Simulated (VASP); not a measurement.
# Ta4C3 (P4mm) in VASP: single point with r2SCAN

Aim: the single point of Ta4C3 with r2SCAN.

All numbers are computed with VASP 6.6.1; they aren't measurements. Logs are shortened: lines on timing, memory, paths and dates and some standing lists are left out, and cuts for length are marked.

## 1. The cell of the first run

It takes space group P4mm (No. 99, tetragonal). Conventional cell: a = 4.425 Å, b = 4.425 Å, c = 4.425 Å, α = 90.00°, β = 90.00°, γ = 90.00°. Ta (site symmetry 4mm) has 4 C at 2.21 Å within 2.9 Å. Ta (site symmetry 2mm) has 4 C at 2.21 Å and 2 Ta at 2.74 Å within 2.9 Å. Within 2.1 Å of Ta (site symmetry 4mm) lie 1 C at 1.61 Å. C (site symmetry 4mm) has 1 Ta at 1.61 Å within 2.1 Å. C (site symmetry 2mm) has 6 Ta at 2.21 to 2.29 Å within 2.9 Å.

## 2. Single point, r2SCAN (atom 4 (Ta) moved -0.600 Å towards its neighbour atom 5 (C) at 2.212 Å)

Contents of POSCAR:

```
Ta4C3
1.0
    4.4247933841      0.0000000000      0.0000000000
    0.0000000000      4.4247933841      0.0000000000
    0.0000000000      0.0000000000      4.4247933841
Ta C
4 3
Direct
    0.0000000000      0.5000000000      0.5000000000
    0.5000000000      0.0000000000      0.5000000000
    0.5000000000      0.5000000000      0.0000000000
    0.1355995519      0.0000000000      0.0000000000
    0.5000000000      0.0000000000      0.0000000000
    0.0000000000      0.5000000000      0.0000000000
    0.0000000000      0.0000000000      0.5000000000
```

Contents of INCAR.step1:

```
SYSTEM = Ta4C3
ALGO     = Normal         ! electronic algorithm
EDIFF    = 1E-4           ! SCF threshold, eV
ENCUT    = 520            ! plane-wave cutoff, eV
GGA      = PE             ! functional
ISMEAR   = 0              ! smearing method
LASPH    = .True.         ! aspherical terms in the spheres
LCHARG   = .False.        ! write CHGCAR
LREAL    = .False.        ! projectors in reciprocal space
LWAVE    = .True.         ! write WAVECAR
NBANDS   = 37             ! bands
NELM     = 60             ! most SCF steps
PREC     = Accurate       ! precision mode
SIGMA    = 0.15           ! smearing width, eV
```

Contents of INCAR.step2:

```
SYSTEM = Ta4C3
ALGO     = Normal         ! electronic algorithm
EDIFF    = 1E-6           ! SCF threshold, eV
ENCUT    = 520            ! plane-wave cutoff, eV
ISIF     = 2              ! what is computed and relaxed
ISMEAR   = 0              ! smearing method
ISTART   = 1            
LASPH    = .True.         ! aspherical terms in the spheres
LCHARG   = .True.         ! write CHGCAR
LELF     = .True.         ! ELF
LMIXTAU  = .True.       
LREAL    = .False.        ! projectors in reciprocal space
LVHAR    = .True.       
LWAVE    = .False.        ! write WAVECAR
METAGGA  = R2SCAN         ! meta-GGA
NBANDS   = 37             ! bands
NELM     = 60             ! most SCF steps
PREC     = Accurate       ! precision mode
SIGMA    = 0.15           ! smearing width, eV
```

Contents of KPOINTS:

```
k-points
0
Gamma
  10 10 10
  0 0 0
```

Potentials or basis: VASP PAW PBE potentials, release 64 (Ta_pv, C).

The run is started by

```
> cat potpaw_PBE.64/Ta_pv/POTCAR potpaw_PBE.64/C/POTCAR > POTCAR
> cp INCAR.step1 INCAR
> mpirun -np 1 vasp_std > vasp.out
> cp INCAR.step2 INCAR
> mpirun -np 1 vasp_std > vasp.out
```

OUTCAR:

```text
SYSTEM = Ta4C3
   EDIFF = 1E-6
   ENCUT = 520
   ISIF = 2
   ISMEAR = 0
   ISTART = 1
   LASPH = .True.
   LREAL = .False.
   METAGGA = R2SCAN
   NELM = 60
   PREC = Accurate

 ion  position               nearest neighbor table
   1  0.000  0.500  0.500-   6 2.21   7 2.21   6 2.21   7 2.21   3 3.13   2 3.13   2 3.13   3 3.13
                             2 3.13   3 3.13   3 3.13   2 3.13   4 3.19   4 3.19   4 3.19   4 3.19
   2  0.500  0.000  0.500-   5 2.21   7 2.21   5 2.21   7 2.21   4 2.74   4 2.74   3 3.13   1 3.13
                             1 3.13   3 3.13   3 3.13   1 3.13   3 3.13   1 3.13   4 3.58   4 3.58
   3  0.500  0.500  0.000-   5 2.21   6 2.21   5 2.21   6 2.21   4 2.74   4 2.74   2 3.13   2 3.13
                             2 3.13   1 3.13   2 3.13   1 3.13   1 3.13   1 3.13   4 3.58   4 3.58
   4  0.136  0.000  0.000-   5 1.61   6 2.29   7 2.29   7 2.29   6 2.29   2 2.74   3 2.74   3 2.74
                             2 2.74   5 2.81   1 3.19   1 3.19   1 3.19   1 3.19   3 3.58   2 3.58
   5  0.500  0.000  0.000-   4 1.61   3 2.21   2 2.21   2 2.21   3 2.21   4 2.81
   6  0.000  0.500  0.000-   1 2.21   3 2.21   1 2.21   3 2.21   4 2.29   4 2.29
   7  0.000  0.000  0.500-   1 2.21   2 2.21   1 2.21   2 2.21   4 2.29   4 2.29

  LATTYP: Found a simple cubic cell.
 ALAT       =     4.4247933841

  Lattice vectors:

 A1 = (   4.4247933841,   0.0000000000,   0.0000000000)
 A2 = (   0.0000000000,   4.4247933841,   0.0000000000)
 A3 = (   0.0000000000,   0.0000000000,   4.4247933841)

Analysis of symmetry for initial positions (statically):
=====================================================================
 Subroutine PRICEL returns:
 Original cell was already a primitive cell.

 Routine SETGRP: Setting up the symmetry group for a
 simple cubic supercell.

 Subroutine GETGRP returns: Found  8 space group operations
 (whereof  8 operations were pure point group operations)
 out of a pool of 48 trial point group operations.

The static configuration has the point symmetry C_4v.

Analysis of symmetry for dynamics (positions and initial velocities):
=====================================================================
 Subroutine PRICEL returns:
 Original cell was already a primitive cell.

 Routine SETGRP: Setting up the symmetry group for a
 simple cubic supercell.

 Subroutine GETGRP returns: Found  8 space group operations
 (whereof  8 operations were pure point group operations)
 out of a pool of 48 trial point group operations.

The dynamic configuration has the point symmetry C_4v.

 Subroutine INISYM returns: Found  8 space group operations
 (whereof  8 operations are pure point group operations),
 and found     1 'primitive' translations

----------------------------------------------------------------------------------------

                                     Primitive cell

  volume of cell :      86.6321

  direct lattice vectors                    reciprocal lattice vectors
     4.424793384  0.000000000  0.000000000     0.225999253  0.000000000  0.000000000
     0.000000000  4.424793384  0.000000000     0.000000000  0.225999253  0.000000000
     0.000000000  0.000000000  4.424793384     0.000000000  0.000000000  0.225999253

  length of vectors
     4.424793384  4.424793384  4.424793384     0.225999253  0.225999253  0.225999253

  position of ions in fractional coordinates (direct lattice)
     0.000000000  0.500000000  0.500000000
     0.500000000  0.000000000  0.500000000
     0.500000000  0.500000000  0.000000000
     0.135599552  0.000000000  0.000000000
     0.500000000  0.000000000  0.000000000
     0.000000000  0.500000000  0.000000000
     0.000000000  0.000000000  0.500000000

  ion indices of the primitive-cell ions
   primitive index   ion index
                 1           1
                 2           2
                 3           3
                 4           4
                 5           5
                 6           6
                 7           7

----------------------------------------------------------------------------------------

 KPOINTS: k-points

Automatic generation of k-mesh.
 Grid dimensions read from file:
 generate k-points for:   10   10   10

 Generating k-lattice:

  Cartesian coordinates                     Fractional coordinates (reciprocal lattice)
     0.022599925  0.000000000  0.000000000     0.100000000  0.000000000  0.000000000
     0.000000000  0.022599925  0.000000000     0.000000000  0.100000000  0.000000000
     0.000000000  0.000000000  0.022599925     0.000000000  0.000000000  0.100000000

  Length of vectors
     0.022599925  0.022599925  0.022599925

  Shift w.r.t. Gamma in fractional coordinates (k-lattice)
     0.000000000  0.000000000  0.000000000

 Subroutine IBZKPT returns following result:
 ===========================================

 Found    126 irreducible k-points:

 Following reciprocal coordinates:
            Coordinates               Weight
  0.000000  0.000000  0.000000      1.000000
  0.100000  0.000000  0.000000      2.000000
  0.000000  0.100000  0.000000      4.000000
  0.200000  0.000000  0.000000      2.000000
  0.000000  0.200000  0.000000      4.000000
  0.300000  0.000000  0.000000      2.000000
[... 16 lines left out ...]
  0.500000  0.100000  0.000000      4.000000
  0.000000  0.500000  0.100000      4.000000
 [... further k-points ...]
   k-points           NKPTS =    126   k-points in BZ     NKDIM =    126   number of bands    NBANDS=     37
   number of dos      NEDOS =    301   number of ions     NIONS =      7
   total plane-waves  NPLWV =  46656
   dimension x,y,z NGX =    36 NGY =   36 NGZ =   36
   dimension x,y,z NGXF=    72 NGYF=   72 NGZF=   72
   ions per type =               4   3
   NGX,Y,Z   is equivalent  to a cutoff of  13.53, 13.53, 13.53 a.u.
   NGXF,Y,Z  is equivalent  to a cutoff of  27.05, 27.05, 27.05 a.u.
 SYSTEM =  Ta4C3
   PREC   = accura    normal or accurate (medium, high low for compatibility)
   ISTART =      1    job   : 0-new  1-cont  2-samecut
   ICHARG =      0    charge: 1-file 2-atom 10-const
   ISPIN  =      1    spin polarized calculation?
   LNONCOLLINEAR =      F non collinear calculations
   LSORBIT =      F    spin-orbit coupling
   LASPH  =      T    aspherical Exc in radial PAW
   ENCUT  =  520.0 eV  38.22 Ry    6.18 a.u.   8.23  8.23  8.23*2*pi/ulx,y,z
   NELM   =     60;   NELMIN=  2; NELMDL=  0     # of ELM steps
   EDIFF  = 0.1E-05   stopping-criterion for ELM
   LREAL  =      F    real-space projection
   EDIFFG = 0.1E-04   stopping-criterion for IOM
   NSW    =      0    number of steps for IOM
   IBRION =     -1    ionic relax: 0-MD 1-quasi-New 2-CG
   NFREE  =      0    steps in history (QN), initial steepest desc. (CG)
   ISIF   =      2    stress and relaxation
   ISYM   =      2    0-nonsym 1-usesym 2-fastsym
   POTIM  = 0.5000    time-step for ionic-motion
   TEBEG  =    0.0;   TEEND  =   0.0 temperature during run
   PSTRESS=    0.0 pullay stress
   NELECT =      56.0000    total number of electrons
   NUPDOWN=      -1.0000    fix difference up-down
   EMIN   =  10.00;   EMAX   =-10.00  energy-range for DOS
   EFERMI =   0.00;   METHOD = LEGACY
   ISMEAR =     0;   SIGMA  =   0.15  broadening in eV -4-tet -1-fermi 0-gaus
   EFERMI_NEDOS =   21; number of points for ismear=-14 and -15
   IALGO  =     38    algorithm
   IMIX   =      4    mixing-type and parameters
     AMIX     =   0.40;   BMIX     =  1.00
     AMIX_MAG =   1.60;   BMIX_MAG =  1.00
  volume/ion in A,a.u.               =      12.38        83.52
  Fermi-wavevector in a.u.,A,eV,Ry     =   1.415504  2.674915 27.261344  2.003652
  Thomas-Fermi vector in A             =   2.536936
   LORBIT       =      0    0 simple, 1 ext, 2 COOP (PROOUT), +10 PAW based schemes
   METAGGA = R2SCAN    functional components
   LHFCALC =     F    Hartree Fock is set to
   AEXX    =    0.0000 exact exchange contribution
   IVDW    =     0    specifies the selected vdW correction
   LEPSILON=     F    determine dielectric tensor
   LRPA    =     F    only Hartree local field effects (RPA)
 non-spin polarized calculation
 Gauss-broadening in eV      SIGMA  =   0.15
  energy-cutoff  :      520.00
  volume of cell :       86.63
 maximum number of plane-waves:      2360
 NGX is ok and might be reduce to    36
   NGX = 17   NGY = 17   NGZ = 17

 number of electron      56.0000014 magnetization

 Free energy of the ion-electron system (eV)
  ---------------------------------------------------
  ext. energy  EPLUGINS =         0.00000000
  ---------------------------------------------------
  free energy    TOTEN  =      -222.66818831 eV

  energy without entropy =     -222.63831830  energy(sigma->0) =     -222.65325330

 E-fermi :   6.9290     XC(G=0): -13.8955

 val. band max:        6.9283204655   @ k =   0.5000   0.2000   0.1000
 cond. band min:       6.9309153826   @ k =   0.5000   0.1000   0.0000
 fundamental gap:      0.0025949170
 Fermi energy:         6.9289822863

 k-point     1 :       0.0000    0.0000    0.0000
  band No.  band energies     occupation
      1     -29.6352      2.00000
      2     -29.3758      2.00000
      3     -29.3758      2.00000
      4     -28.9133      2.00000
      5     -28.9133      2.00000
      6     -28.8953      2.00000
[... 29 lines left out ...]
     36      11.2471      0.00000
     37      12.0358      0.00000

 k-point     2 :       0.1000    0.0000    0.0000
  band No.  band energies     occupation
      1     -29.6311      2.00000
      2     -29.3705      2.00000
      3     -29.3705      2.00000
      4     -28.9130      2.00000
      5     -28.9130      2.00000
      6     -28.8902      2.00000
[... 29 lines left out ...]
     36      11.3253      0.00000
     37      12.1022      0.00000
[... 838 lines left out ...]
     36      11.3298      0.00000
     37      11.4127      0.00000

 k-point    24 :       0.0000    0.5000    0.1000
  band No.  band energies     occupation
      1     -29.8027      2.00000
      2     -29.2567      2.00000
      3     -29.1152      2.00000
      4     -28.9700      2.00000
      5     -28.9418      2.00000
      6     -28.8452      2.00000
[... 29 lines left out ...]
     36      10.8670      0.00000
     37      10.8797      0.00000

 [... further k-points ...]

------------------------ aborting loop because EDIFF is reached ----------------------------------------

  FORCE on cell =-STRESS in cart. coord.  units (eV):
  Direction    XX          YY          ZZ          XY          YZ          ZX
  --------------------------------------------------------------------------------------
  -------------------------------------------------------------------------------------
  Total       34.2978381      5.6191206      5.6191206      0.0000000     -0.0000000      0.0000000
  in kB      634.3053003    103.9201942    103.9201942      0.0000000     -0.0000000      0.0000000
  external PRESSURE =     280.7152296 kB  Pullay stress =       0.0000000 kB

 VOLUME and BASIS-vectors are now :
 -----------------------------------------------------------------------------
  energy-cutoff  :      520.00
  volume of cell :       86.63
      direct lattice vectors                 reciprocal lattice vectors
     4.424793384  0.000000000  0.000000000     0.225999253  0.000000000  0.000000000
     0.000000000  4.424793384  0.000000000     0.000000000  0.225999253  0.000000000
     0.000000000  0.000000000  4.424793384     0.000000000  0.000000000  0.225999253

 POSITION                                       TOTAL-FORCE (eV/Angst)
 -----------------------------------------------------------------------------------
      0.00000      2.21240      2.21240         0.077686      0.000000     -0.000000
      2.21240      0.00000      2.21240         3.089595      0.000000     -0.000000
      2.21240      2.21240      0.00000         3.089595     -0.000000     -0.000000
      0.60000      0.00000      0.00000       -25.121289      0.000000      0.000000
      2.21240      0.00000      0.00000        17.279053     -0.000000     -0.000000
      0.00000      2.21240      0.00000         0.792680      0.000000     -0.000000
      0.00000      0.00000      2.21240         0.792680      0.000000     -0.000000
 -----------------------------------------------------------------------------------
    total drift:                                0.000331      0.000000     -0.000000

  FREE ENERGIE OF THE ION-ELECTRON SYSTEM (eV)
  ---------------------------------------------------
  free  energy   TOTEN  =      -222.6681883106 eV

  energy  without entropy=     -222.6383182987  energy(sigma->0) =     -222.65325330
```

It took 15 min on 1 thread of Intel Xeon Platinum 8488C (Sapphire Rapids), shared host; peak memory 0.44 GiB.

What came out:

- Free energy: -222.6682 eV
- Pressure: 28.1 GPa
- Largest force: 25.121 eV/Å
- Band gap on the k mesh: zero (bands 28 and 29 overlap by 0.96 eV)

Forces in eV/Å, atoms in the order of the input:
```
Ta    0.078   0.000   0.000
Ta    3.090   0.000   0.000
Ta    3.090   0.000   0.000
Ta  -25.121   0.000   0.000
C    17.279   0.000   0.000
C     0.793   0.000   0.000
C     0.793   0.000   0.000
```

Stress tensor (GPa, compression positive):
```
63.43  0.00  0.00
 0.00 10.39  0.00
 0.00  0.00 10.39
```

Caveat: the cell differs from its parent crystal (atom 4 (Ta) moved -0.600 Å towards its neighbour atom 5 (C) at 2.212 Å); the cell stands under pressure; the PAW data sets were made with another functional, which shifts forces and pressure a little; spin-orbit coupling is left out, which moves the levels of the heavy elements.
